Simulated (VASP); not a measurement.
# Be24H in VASP: further runs

Runs on Be24H. Level: PBE. Tasks: single point.

Everything below comes from runs of VASP 6.6.1. Logs are shortened: lines on timing, memory, paths and dates and some standing lists are left out, and cuts for length are marked.

### 1 The cell of the first run

The cell holds a slab with vacuum, 25 atoms: a = 4.525 Å, b = 7.134 Å, c = 19.869 Å, α = 90.00°, β = 90.00°, γ = 90.00°.

### 2 Single point, PBE

INCAR reads:

```
SYSTEM = Be24H
PREC = Accurate
ENCUT = 520
EDIFF = 1E-6
ISMEAR = 0
SIGMA = 0.1
LREAL = Auto
LASPH = .TRUE.
NELM = 60
ALGO = Normal
ISIF = 2
LWAVE = .FALSE.
LCHARG = .FALSE.
LDIPOL = .TRUE.
IDIPOL = 3
DIPOL = 0.5 0.5 0.321
GGA = PE
NBANDS = 42
```

KPOINTS reads:

```
Automatic mesh
0
G
  6 4 1
  0 0 0
```

POSCAR reads:

```
Be24H
1.0
    4.5254381414      0.0000000000      0.0000000000
    0.0000000000      7.1336190818      0.0000000000
    0.0000000000      0.0000000000     19.8685529777
Be H
24 1
Direct
    0.0000000000      0.3750000000      0.2013231665
    0.0000000000      0.8750000000      0.2013231665
    0.5000000000      0.3750000000      0.2013231665
    0.5000000000      0.8750000000      0.2013231665
    0.2500000000      0.1250000000      0.2341987732
    0.2500000000      0.6250000000      0.2341987732
    0.7500000000      0.1250000000      0.2341987732
    0.7500000000      0.6250000000      0.2341987732
    0.2500000000      0.3750000000      0.2999499865
    0.2500000000      0.8750000000      0.2999499865
    0.7500000000      0.3750000000      0.2999499865
    0.7500000000      0.8750000000      0.2999499865
    0.0000000000      0.1250000000      0.3268353583
    0.0000000000      0.6250000000      0.3268353583
    0.5000000000      0.1250000000      0.3268353583
    0.5000000000      0.6250000000      0.3268353583
    0.0000000000      0.3750000000      0.3993099146
    0.0000000000      0.8750000000      0.3993099146
    0.5000000000      0.3750000000      0.3993099146
    0.5000000000      0.8750000000      0.3993099146
    0.2500000000      0.1250000000      0.4211958962
    0.2500000000      0.6250000000      0.4211958962
    0.7500000000      0.1250000000      0.4211958962
    0.7500000000      0.6250000000      0.4211958962
    0.2500000000      0.1250000000      0.4908778277
```

Potentials or basis: VASP PAW PBE potentials, release 64 (Be, H).

The run is started by

```
cat potpaw_PBE.64/Be/POTCAR potpaw_PBE.64/H/POTCAR > POTCAR
mpirun -np 1 vasp_std > vasp.out
```

OUTCAR:

```text
SYSTEM = Be24H
   PREC = Accurate
   ENCUT = 520
   EDIFF = 1E-6
   ISMEAR = 0
   LREAL = Auto
   LASPH = .TRUE.
   NELM = 60
   ISIF = 2
   GGA = PE

 ion  position               nearest neighbor table
   1  0.000  0.375  0.201-   5 2.21   6 2.21   7 2.21   8 2.21   3 2.26   3 2.26  11 2.26   9 2.26

   2  0.000  0.875  0.201-   5 2.21   6 2.21   7 2.21   8 2.21   4 2.26   4 2.26  12 2.26  10 2.26

   3  0.500  0.375  0.201-   5 2.21   6 2.21   7 2.21   8 2.21   1 2.26   1 2.26  11 2.26   9 2.26
[... 39 lines left out ...]
  23  0.750  0.125  0.421-  17 2.16  18 2.16  19 2.16  20 2.16  13 2.19  15 2.19  21 2.26  21 2.26

  24  0.750  0.625  0.421-  17 2.16  18 2.16  19 2.16  20 2.16  14 2.19  16 2.19  22 2.26  22 2.26

  25  0.250  0.125  0.491-  21 1.38

  LATTYP: Found a simple orthorhombic cell.
 ALAT       =     4.5254381414
 B/A-ratio  =     1.5763377730
 C/A-ratio  =     4.3904153271

  Lattice vectors:

 A1 = (   4.5254381414,   0.0000000000,   0.0000000000)
 A2 = (   0.0000000000,   7.1336190818,   0.0000000000)
 A3 = (   0.0000000000,   0.0000000000,  19.8685529777)

Analysis of symmetry for initial positions (statically):
=====================================================================
 Subroutine PRICEL returns:
 Original cell was already a primitive cell.

 Routine SETGRP: Setting up the symmetry group for a
 simple orthorhombic supercell.

 Subroutine GETGRP returns: Found  4 space group operations
 (whereof  1 operations were pure point group operations)
 out of a pool of  8 trial point group operations.

The static configuration has the point symmetry C_1 .
 The point group associated with its full space group is C_2v.

Analysis of symmetry for dynamics (positions and initial velocities):
=====================================================================
 Subroutine PRICEL returns:
 Original cell was already a primitive cell.

 Routine SETGRP: Setting up the symmetry group for a
 simple orthorhombic supercell.

 Subroutine GETGRP returns: Found  4 space group operations
 (whereof  1 operations were pure point group operations)
 out of a pool of  8 trial point group operations.

The dynamic configuration has the point symmetry C_1 .
 The point group associated with its full space group is C_2v.

 Subroutine INISYM returns: Found  4 space group operations
 (whereof  1 operations are pure point group operations),
 and found     1 'primitive' translations

----------------------------------------------------------------------------------------

                                     Primitive cell

  volume of cell :     641.4116

  direct lattice vectors                    reciprocal lattice vectors
     4.525438141  0.000000000  0.000000000     0.220973079  0.000000000  0.000000000
     0.000000000  7.133619082  0.000000000     0.000000000  0.140181300  0.000000000
     0.000000000  0.000000000 19.868552978     0.000000000  0.000000000  0.050330792

  length of vectors
     4.525438141  7.133619082 19.868552978     0.220973079  0.140181300  0.050330792

  position of ions in fractional coordinates (direct lattice)
     0.000000000  0.375000000  0.201323167
     0.000000000  0.875000000  0.201323167
     0.500000000  0.375000000  0.201323167
     0.500000000  0.875000000  0.201323167
     0.250000000  0.125000000  0.234198773
     0.250000000  0.625000000  0.234198773
[... 17 lines left out ...]
     0.750000000  0.625000000  0.421195896
     0.250000000  0.125000000  0.490877828

  ion indices of the primitive-cell ions
   primitive index   ion index
                 1           1
                 2           2
                 3           3
                 4           4
                 5           5
                 6           6
[... 17 lines left out ...]
                24          24
                25          25

----------------------------------------------------------------------------------------

 KPOINTS: Automatic mesh

Automatic generation of k-mesh.
 Grid dimensions read from file:
 generate k-points for:    6    4    1

 Generating k-lattice:

  Cartesian coordinates                     Fractional coordinates (reciprocal lattice)
     0.036828847  0.000000000  0.000000000     0.166666667  0.000000000  0.000000000
     0.000000000  0.035045325  0.000000000     0.000000000  0.250000000  0.000000000
     0.000000000  0.000000000  0.050330792     0.000000000  0.000000000  1.000000000

  Length of vectors
     0.036828847  0.035045325  0.050330792

  Shift w.r.t. Gamma in fractional coordinates (k-lattice)
     0.000000000  0.000000000  0.000000000

 Subroutine IBZKPT returns following result:
 ===========================================

 Found     12 irreducible k-points:

 Following reciprocal coordinates:
            Coordinates               Weight
  0.000000  0.000000  0.000000      1.000000
  0.166667  0.000000  0.000000      2.000000
  0.333333  0.000000  0.000000      2.000000
  0.500000  0.000000  0.000000      1.000000
  0.000000  0.250000  0.000000      2.000000
  0.166667  0.250000  0.000000      4.000000
  0.333333  0.250000  0.000000      4.000000
  0.500000  0.250000  0.000000      2.000000
  0.000000  0.500000  0.000000      1.000000
  0.166667  0.500000  0.000000      2.000000
  0.333333  0.500000  0.000000      2.000000
  0.500000  0.500000  0.000000      1.000000
   k-points           NKPTS =     12   k-points in BZ     NKDIM =     12   number of bands    NBANDS=     42
   number of dos      NEDOS =    301   number of ions     NIONS =     25
   total plane-waves  NPLWV = 291600
   dimension x,y,z NGX =    36 NGY =   54 NGZ =  150
   dimension x,y,z NGXF=    72 NGYF=  108 NGZF=  300
   ions per type =              24   1
   NGX,Y,Z   is equivalent  to a cutoff of  13.22, 12.58, 12.55 a.u.
   NGXF,Y,Z  is equivalent  to a cutoff of  26.45, 25.17, 25.10 a.u.
 SYSTEM =  Be24H
   PREC   = accura    normal or accurate (medium, high low for compatibility)
   ISTART =      0    job   : 0-new  1-cont  2-samecut
   ICHARG =      2    charge: 1-file 2-atom 10-const
   ISPIN  =      1    spin polarized calculation?
   LNONCOLLINEAR =      F non collinear calculations
   LSORBIT =      F    spin-orbit coupling
   LASPH  =      T    aspherical Exc in radial PAW
   ENCUT  =  520.0 eV  38.22 Ry    6.18 a.u.   8.41 13.26 36.94*2*pi/ulx,y,z
   NELM   =     60;   NELMIN=  2; NELMDL= -5     # of ELM steps
   EDIFF  = 0.1E-05   stopping-criterion for ELM
   LREAL  =      T    real-space projection
   EDIFFG = 0.1E-04   stopping-criterion for IOM
   NSW    =      0    number of steps for IOM
   IBRION =     -1    ionic relax: 0-MD 1-quasi-New 2-CG
   NFREE  =      0    steps in history (QN), initial steepest desc. (CG)
   ISIF   =      2    stress and relaxation
   ISYM   =      2    0-nonsym 1-usesym 2-fastsym
   POTIM  = 0.5000    time-step for ionic-motion
   TEBEG  =    0.0;   TEEND  =   0.0 temperature during run
   PSTRESS=    0.0 pullay stress
   NELECT =      49.0000    total number of electrons
   NUPDOWN=      -1.0000    fix difference up-down
   EMIN   =  10.00;   EMAX   =-10.00  energy-range for DOS
   EFERMI =   0.00;   METHOD = LEGACY
   ISMEAR =     0;   SIGMA  =   0.10  broadening in eV -4-tet -1-fermi 0-gaus
   EFERMI_NEDOS =   21; number of points for ismear=-14 and -15
   IALGO  =     38    algorithm
   IMIX   =      4    mixing-type and parameters
     AMIX     =   0.40;   BMIX     =  1.00
     AMIX_MAG =   1.60;   BMIX_MAG =  1.00
  volume/ion in A,a.u.               =      25.66       173.14
  Fermi-wavevector in a.u.,A,eV,Ry     =   0.694642  1.312684  6.565192  0.482528
  Thomas-Fermi vector in A             =   1.777193
   LORBIT       =      0    0 simple, 1 ext, 2 COOP (PROOUT), +10 PAW based schemes
   GGA     = PE    functional components
   LHFCALC =     F    Hartree Fock is set to
   AEXX    =    0.0000 exact exchange contribution
   IVDW    =     0    specifies the selected vdW correction
   LEPSILON=     F    determine dielectric tensor
   LRPA    =     F    only Hartree local field effects (RPA)
 non-spin polarized calculation
 Gauss-broadening in eV      SIGMA  =   0.10
  energy-cutoff  :      520.00
  volume of cell :      641.41
 maximum number of plane-waves:     17327
 NGX is ok and might be reduce to    36
   NGX = 17   NGY = 27   NGZ = 73

 dipolmoment           0.000000      0.000000     -0.061438 electrons x Angstroem

 number of electron      49.0000001 magnetization

 dipolmoment           0.000000      0.000000      0.149931 electrons x Angstroem

 Free energy of the ion-electron system (eV)
  ---------------------------------------------------
  ext. energy  EPLUGINS =         0.00000000
  ---------------------------------------------------
  free energy    TOTEN  =       -86.01373727 eV

  energy without entropy =      -85.99476466  energy(sigma->0) =      -86.00425097

 E-fermi :  -1.3360     XC(G=0):  -4.1530

 val. band max:       -1.3731643095   @ k =   0.0000   0.0000   0.0000
 cond. band min:      -1.3344111950   @ k =   0.0000   0.2500   0.0000
 fundamental gap:      0.0387531145
 Fermi energy:        -1.3359712672

 k-point     1 :       0.0000    0.0000    0.0000
  band No.  band energies     occupation
      1     -11.5659      2.00000
      2      -9.5004      2.00000
      3      -9.4381      2.00000
      4      -9.4016      2.00000
      5      -7.3712      2.00000
      6      -7.3438      2.00000
[... 457 lines left out ...]
     35       3.1934      0.00000
     36       3.2041      0.00000
 [bands above 36 left out]

------------------------ aborting loop because EDIFF is reached ----------------------------------------

 vacuum level on the upper side and lower side of the slab       (xc-potential included)         0.403        -0.415

  FORCE on cell =-STRESS in cart. coord.  units (eV):
  Direction    XX          YY          ZZ          XY          YZ          ZX
  --------------------------------------------------------------------------------------
  -------------------------------------------------------------------------------------
  Total       -0.6744497     -3.9217822     -1.3369972      0.0000000      0.0000000      0.0000000
  in kB       -1.6847031     -9.7961916     -3.3396756      0.0000000      0.0000000      0.0000000
  external PRESSURE =      -4.9401901 kB  Pullay stress =       0.0000000 kB

 VOLUME and BASIS-vectors are now :
 -----------------------------------------------------------------------------
  energy-cutoff  :      520.00
  volume of cell :      641.41
      direct lattice vectors                 reciprocal lattice vectors
     4.525438141  0.000000000  0.000000000     0.220973079  0.000000000  0.000000000
     0.000000000  7.133619082  0.000000000     0.000000000  0.140181300  0.000000000
     0.000000000  0.000000000 19.868552978     0.000000000  0.000000000  0.050330792

 POSITION                                       TOTAL-FORCE (eV/Angst)
 -----------------------------------------------------------------------------------
      0.00000      2.67511      4.00000        -0.000654      0.042060      0.584346
      0.00000      6.24192      4.00000        -0.000654     -0.042060      0.584346
      2.26272      2.67511      4.00000         0.000654      0.042060      0.584346
      2.26272      6.24192      4.00000         0.000654     -0.042060      0.584346
      1.13136      0.89170      4.65319         0.000000      0.000000     -0.640260
      1.13136      4.45851      4.65319         0.000000      0.000000     -0.770390
[... 17 lines left out ...]
      3.39408      4.45851      8.36855         0.000000      0.000000      0.110543
      1.13136      0.89170      9.75303         0.000000      0.000000      0.001686
 -----------------------------------------------------------------------------------
    total drift:                               -0.000000     -0.000000      0.002329

  FREE ENERGIE OF THE ION-ELECTRON SYSTEM (eV)
  ---------------------------------------------------
  free  energy   TOTEN  =       -86.0137372716 eV

  energy  without entropy=      -85.9947646645  energy(sigma->0) =      -86.00425097

 vacuum level on the upper side and lower side of the slab         3.785         2.945
```

Wall time 16 min (1 thread of Oxide Virtual Turin-like, shared host); peak memory 0.65 GiB.

Results:

| Quantity | Value |
| --- | --- |
| Free energy | -86.0137 eV |
| Largest force | 0.788 eV/Å |
| Band gap on the k mesh | zero (an odd number of electrons rules out a gap without spin polarisation) |

Forces on the atoms (eV/Å):
```
Be  -0.001  0.042  0.584
Be  -0.001 -0.042  0.584
Be   0.001  0.042  0.584
Be   0.001 -0.042  0.584
Be   0.000  0.000 -0.640
Be   0.000  0.000 -0.770
Be   0.000  0.000 -0.598
Be   0.000  0.000 -0.788
Be   0.000  0.128  0.098
Be   0.000 -0.128  0.098
Be   0.000  0.094  0.014
Be   0.000 -0.094  0.014
Be   0.071  0.000  0.337
Be  -0.017  0.000 -0.007
Be  -0.071  0.000  0.337
Be   0.017  0.000 -0.007
Be  -0.132  0.262 -0.161
Be  -0.132 -0.262 -0.161
Be   0.132  0.262 -0.161
Be   0.132 -0.262 -0.161
Be   0.000  0.000  0.077
Be   0.000  0.000 -0.080
Be   0.000  0.000  0.108
Be   0.000  0.000  0.111
H    0.000  0.000  0.002
```

### 3 Single point, PBE

INCAR reads:

```
  PREC = Accurate
  ENCUT = 520
  EDIFF = 1E-6
  ISMEAR = 0
  SIGMA = 0.1
  LREAL = Auto
  LASPH = T
  NELM = 80
  ALGO = Normal
  ISIF = 2
  LWAVE = F
  LCHARG = T
  LDIPOL = T
  IDIPOL = 3
  DIPOL = 0.5 0.5 0.319
  GGA = PE
  LELF = T
  LVHAR = T
  LVACPOTAV = T
  NBANDS = 42
```

KPOINTS reads:

```
Automatic mesh
0
Gamma
  6 4 1
```

Edit POSCAR of step 2 so:

```diff
@@ -32,2 +32,2 @@
     0.7500000000      0.6250000000      0.4211958962
-    0.2500000000      0.1250000000      0.4908778277
+    0.2500000000      0.3750000000      0.4491775875
```

Potentials or basis: VASP PAW PBE potentials, release 64 (Be, H).

The run is started by

```
cat potpaw_PBE.64/Be/POTCAR potpaw_PBE.64/H/POTCAR > POTCAR
mpirun -np 1 vasp_std > vasp.out
```

It took 14 min on 1 thread of Oxide Virtual Turin-like, shared host; peak memory 0.65 GiB.

It converged, with:

- Free energy: -86.4861 eV
- Largest force: 0.696 eV/Å
- Band gap on the k mesh: zero (an odd number of electrons rules out a gap without spin polarisation)

Forces in eV/Å, atoms in the order of the input:
```
Be   0.030  0.000  0.517
Be  -0.061  0.000  0.523
Be  -0.030  0.000  0.517
Be   0.061  0.000  0.523
Be   0.000  0.088 -0.673
Be   0.000 -0.088 -0.673
Be   0.000  0.061 -0.694
Be   0.000 -0.061 -0.694
Be   0.000  0.000  0.160
Be   0.000  0.000  0.190
Be   0.000  0.000 -0.001
Be   0.000  0.000  0.285
Be   0.018  0.018  0.023
Be   0.018 -0.018  0.023
Be  -0.018  0.018  0.023
Be  -0.018 -0.018  0.023
Be  -0.484  0.000  0.035
Be  -0.068  0.000  0.122
Be   0.484  0.000  0.035
Be   0.068  0.000  0.122
Be   0.000 -0.229 -0.059
Be   0.000  0.229 -0.059
Be   0.000 -0.114 -0.142
Be   0.000  0.114 -0.142
H    0.000  0.000  0.017
```

Levels at points of the mesh, in eV from the Fermi level:
| k point | band 21 | band 22 | band 23 | band 24 | band 25 | band 26 | band 27 | band 28 |
| --- | --- | --- | --- | --- | --- | --- | --- | --- |
| (0.00, 0.00, 0.00) | -2.39 | -1.13 | -0.62 | -0.25 | -0.15 | 0.17 | 0.82 | 1.59 |
| (0.50, 0.00, 0.00) | -1.28 | -1.18 | 0.52 | 0.73 | 0.88 | 1.24 | 1.35 | 1.37 |
| (0.00, 0.50, 0.00) | -1.63 | -1.13 | -0.98 | -0.94 | -0.12 | -0.03 | 1.26 | 1.29 |
| (0.50, 0.50, 0.00) | -1.18 | -0.66 | -0.53 | -0.49 | 0.25 | 0.31 | 0.42 | 0.44 |
